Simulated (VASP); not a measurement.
Runs of VASP 6.6.1 on SrRh6. The structure is that of space group Pm-3m (No. 221), or close to it. The cells are those of the table. 

| task | cell | k mesh | cutoff (eV) | gap on the mesh (eV) | pressure (GPa) | largest force (eV/Å) |
| --- | --- | --- | --- | --- | --- | --- |
| single point | a = 5.832 Å, 7 atoms | 6 × 6 × 6 | 520 | none | 0.1 | (b) |
| single point | a = 4.684 Å, 7 atoms | 4 × 4 × 4 | 520 | none | (a) | 37.17 |
| relaxation of cell and atoms | relaxed from a = 4.684 Å, 7 atoms | 4 × 4 × 4 | 600 | none | -0.2 | 0.01 |
| single point | a = 5.836 Å, 7 atoms | 4 × 4 × 4 | 520 | none | -0.1 | 0.05 |

Alike in all rows: level PBE; potentials or basis VASP PAW PBE potentials, release 64 (Sr_sv, Rh_pv); no spin polarisation; smearing gaussian 0.1 eV.

**Question.** Fill in the values left out.

**Answer.** (a) 295.5; (b) 0.04.

Caveats: forces of over 1 eV/Å act on the atoms, so gaps and moduli don't describe the material at rest (some runs).

A k mesh can miss the band edges, and the runs leave out spin-orbit coupling on Rh, Sr.

A gap of «none» marks levels without a gap at the run's occupations.
